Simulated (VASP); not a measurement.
# K (I4_1/amd) in VASP: a series of runs, part 2 of 2

VASP 6.6.1. The steps go on from the part before.

## (3) Single point, PBE

This run uses another cell than the first one, of 81.60 Å³/atom, 1.020 times its volume.

The input, INCAR:

```
PREC = Accurate ; ENCUT = 520
EDIFF = 1E-6 ; ISMEAR = -1
SIGMA = 0.05 ; LREAL = F
LASPH = T ; NELM = 60
ALGO = Fast ; ISIF = 2
LWAVE = F ; LCHARG = F
GGA = PE ; NBANDS = 16
```

The input, KPOINTS:

```
Automatic mesh
0
Gamma
  9 9 9
```

The input, POSCAR:

```
K
1.0
   -2.2371664457      2.2371664457      8.1517467715
    2.2371664457     -2.2371664457      8.1517467715
    2.2371664457      2.2371664457     -8.1517467715
K
2
Direct
    0.5000000000      0.5000000000      0.0000000000
    0.2500000000      0.7500000000      0.5000000000
```

Potentials or basis: VASP PAW PBE potentials, release 64 (K_sv).

On the command line:

```
$ cat potpaw_PBE.64/K_sv/POTCAR > POTCAR
$ mpirun -np 1 vasp_std > vasp.out
```

OUTCAR:

```text
PREC = Accurate
   ENCUT = 520
   EDIFF = 1E-6
   ISMEAR = -1
   LREAL = F
   LASPH = T
   NELM = 60
   ISIF = 2
   GGA = PE

 ion  position               nearest neighbor table
   1  0.500  0.500  0.000-
   2  0.250  0.750  0.500-

  LATTYP: Found a body centered tetragonal cell.
 ALAT       =     4.4743328914
 C/A-ratio  =     3.6437819757

  Lattice vectors:

 A1 = (  -2.2371664457,   2.2371664457,   8.1517467715)
 A2 = (   2.2371664457,  -2.2371664457,   8.1517467715)
 A3 = (   2.2371664457,   2.2371664457,  -8.1517467715)

Analysis of symmetry for initial positions (statically):
=====================================================================
 Subroutine PRICEL returns:
 Original cell was already a primitive cell.

 Routine SETGRP: Setting up the symmetry group for a
 body centered tetragonal supercell.

 Subroutine GETGRP returns: Found 16 space group operations
 (whereof  8 operations were pure point group operations)
 out of a pool of 16 trial point group operations.

The static configuration has the point symmetry D_2d.
 The point group associated with its full space group is D_4h.

Analysis of symmetry for dynamics (positions and initial velocities):
=====================================================================
 Subroutine PRICEL returns:
 Original cell was already a primitive cell.

 Routine SETGRP: Setting up the symmetry group for a
 body centered tetragonal supercell.

 Subroutine GETGRP returns: Found 16 space group operations
 (whereof  8 operations were pure point group operations)
 out of a pool of 16 trial point group operations.

The dynamic configuration has the point symmetry D_2d.
 The point group associated with its full space group is D_4h.
[... 112 lines left out ...]
   EMIN   =  10.00;   EMAX   =-10.00  energy-range for DOS
   EFERMI =   0.00;   METHOD = LEGACY
   ISMEAR =    -1;   SIGMA  =   0.05  broadening in eV -4-tet -1-fermi 0-gaus
   EFERMI_NEDOS =   21; number of points for ismear=-14 and -15
   IALGO  =     68    algorithm
   IMIX   =      4    mixing-type and parameters
     AMIX     =   0.40;   BMIX     =  1.00
     AMIX_MAG =   1.60;   BMIX_MAG =  1.00
  volume/ion in A,a.u.               =      81.60       550.65
  Fermi-wavevector in a.u.,A,eV,Ry     =   0.785109  1.483641  8.386577  0.616396
  Thomas-Fermi vector in A             =   1.889378
   LORBIT       =      0    0 simple, 1 ext, 2 COOP (PROOUT), +10 PAW based schemes
   GGA     = PE    functional components
   LHFCALC =     F    Hartree Fock is set to
   AEXX    =    0.0000 exact exchange contribution
   IVDW    =     0    specifies the selected vdW correction
   LEPSILON=     F    determine dielectric tensor
   LRPA    =     F    only Hartree local field effects (RPA)
 non-spin polarized calculation
 RMM-DIIS sequential band-by-band and
  energy-cutoff  :      520.00
  volume of cell :      163.20
 maximum number of plane-waves:      4438
 NGX is ok and might be reduce to    70
   NGX = 33   NGY = 33   NGZ = 33

 number of electron      18.0000000 magnetization

 Free energy of the ion-electron system (eV)
  ---------------------------------------------------
  ext. energy  EPLUGINS =         0.00000000
  ---------------------------------------------------
  free energy    TOTEN  =        -1.97312961 eV

  energy without entropy =       -1.95979538  energy(sigma->0) =       -1.96646249

 E-fermi :  -0.3219     XC(G=0):  -5.3999

 val. band max:       -0.3270558336   @ k =   0.3333   0.3333  -0.0000
 cond. band min:      -0.3116296974   @ k =  -0.2222  -0.4444   0.1111
 fundamental gap:      0.0154261362
 Fermi energy:        -0.3219026314

 k-point     1 :       0.0000    0.0000    0.0000
  band No.  band energies     occupation
      1     -32.6016      2.00000
      2     -32.5987      2.00000
      3     -16.1082      2.00000
      4     -16.0545      2.00000
      5     -16.0545      2.00000
      6     -16.0515      2.00000
[... 433 lines left out ...]
      3     -16.1060      2.00000
      4     -16.1056      2.00000
      5     -16.1017      2.00000
      6     -16.1012      2.00000
[... 8 lines left out ...]
     15       2.5817      0.00000
     16       2.6814      0.00000

 [... further k-points ...]

------------------------ aborting loop because EDIFF is reached ----------------------------------------

  FORCE on cell =-STRESS in cart. coord.  units (eV):
  Direction    XX          YY          ZZ          XY          YZ          ZX
  --------------------------------------------------------------------------------------
  -------------------------------------------------------------------------------------
  Total       -0.1394568     -0.1394568     -0.2303747      0.0000000      0.0000000      0.0000000
  in kB       -1.3691244     -1.3691244     -2.2617163      0.0000000      0.0000000      0.0000000
  external PRESSURE =      -1.6666551 kB  Pullay stress =       0.0000000 kB

 VOLUME and BASIS-vectors are now :
 -----------------------------------------------------------------------------
  energy-cutoff  :      520.00
  volume of cell :      163.20
      direct lattice vectors                 reciprocal lattice vectors
    -2.237166446  2.237166446  8.151746771     0.000000000  0.223497005  0.061336547
     2.237166446 -2.237166446  8.151746771     0.223497005  0.000000000  0.061336547
     2.237166446  2.237166446 -8.151746771     0.223497005  0.223497005  0.000000000

 POSITION                                       TOTAL-FORCE (eV/Angst)
 -----------------------------------------------------------------------------------
      0.00000      0.00000      8.15175         0.000000     -0.000000      0.000000
      2.23717      0.00000      4.07587        -0.000000      0.000000     -0.000000
 -----------------------------------------------------------------------------------
    total drift:                                0.000000      0.000000     -0.000000

  FREE ENERGIE OF THE ION-ELECTRON SYSTEM (eV)
  ---------------------------------------------------
  free  energy   TOTEN  =        -1.9731296073 eV

  energy  without entropy=       -1.9597953794  energy(sigma->0) =       -1.96646249
```

stdout:

```text
POSCAR found type information on POSCAR K
 POSCAR found :  1 types and       2 ions
 scaLAPACK will be used
 LDA part: xc-table for (Slater+PW92), standard interpolation
 POSCAR, INCAR and KPOINTS ok, starting setup
 FFT: planning ... GRIDC
 FFT: planning ... GRID_SOFT
 FFT: planning ... GRID
 WAVECAR not read
 entering main loop
WARNING in EDDRMM: call to ZHEGV failed, returncode =   8  4     15
WARNING in EDDRMM: call to ZHEGV failed, returncode =   8  4     12
```

Run time: 8.7 min. Hardware: 1 thread of Intel Xeon 6975P-C (Granite Rapids), shared host; peak memory 0.73 GiB.

What came out:

```
Free energy            : -1.9731 eV
Pressure               : -0.2 GPa
Band gap on the k mesh : zero (band 9 reaches 0.85 eV, above the bottom of band 10 at -1.61 eV)
```

## (4) Single point, PBE

This run uses another cell than the first one, of 83.17 Å³/atom, 1.039 times its volume.

The input, INCAR:

```
ALGO = Fast ; EDIFF = 1E-7
ENCUT = 520 ; GGA = PE
ISIF = 2 ; ISMEAR = -1
LASPH = True ; LCHARG = True
LELF = True ; LREAL = False
LVHAR = True ; LWAVE = False
NBANDS = 16 ; NELM = 80
PREC = Accurate ; SIGMA = 0.05
```

The input, KPOINTS:

```
k-points
0
Gamma
  9 9 9
```

The input, POSCAR:

```
K
1.0
   -2.2514162977      2.2514162977      8.2036701254
    2.2514162977     -2.2514162977      8.2036701254
    2.2514162977      2.2514162977     -8.2036701254
K
2
Direct
    0.5000000000      0.5000000000      0.0000000000
    0.2500000000      0.7500000000      0.5000000000
```

On the command line:

```
$ cat potpaw_PBE.64/K_sv/POTCAR > POTCAR
$ mpirun -np 1 vasp_std > vasp.out
```

Wall time 11 min (1 thread of Intel Xeon 6975P-C (Granite Rapids), shared host); peak memory 0.68 GiB.

The run converged. Its results:

- Free energy: -1.9697 eV
- Pressure: -0.2 GPa
- Band gap on the k mesh: zero (band 9 reaches 0.82 eV, above the bottom of band 10 at -1.63 eV)

Stress tensor (GPa, compression positive):
```
-0.18  0.00  0.00
 0.00 -0.18  0.00
 0.00  0.00 -0.27
```

Levels at points of the mesh, in eV from the Fermi level:
```tsv
k point	band 7	band 8	band 9	band 10	band 11	band 12
(0.00, 0.00, 0.00)	-15.74	-15.74	-1.99	0.22	0.40	3.12
```

## (5) The runs side by side

```tsv
cell	further INCAR settings	gap on the mesh (eV)	pressure (GPa)
a = 8.688 Å, angles 150.4, 150.4, 42.4°, 2 atoms	ALGO = Fast; EDIFF = 1e-06; NBANDS = 16	none	-0.1
a = 8.744 Å, angles 150.4, 150.4, 42.4°, 2 atoms	ALGO = Fast; EDIFF = 1e-06; NBANDS = 16	none	-0.2
a = 8.800 Å, angles 150.4, 150.4, 42.4°, 2 atoms	ALGO = Fast; EDIFF = 1e-07; NBANDS = 16	none	-0.2
```

Alike in all rows: task single point; level PBE; potentials or basis VASP PAW PBE potentials, release 64 (K_sv); no spin polarisation; k mesh 9 × 9 × 9; cutoff (eV) 520; smearing fermi-dirac 0.05 eV.

Total energies depend on the potentials used, so only differences within one code and one set of settings carry meaning.
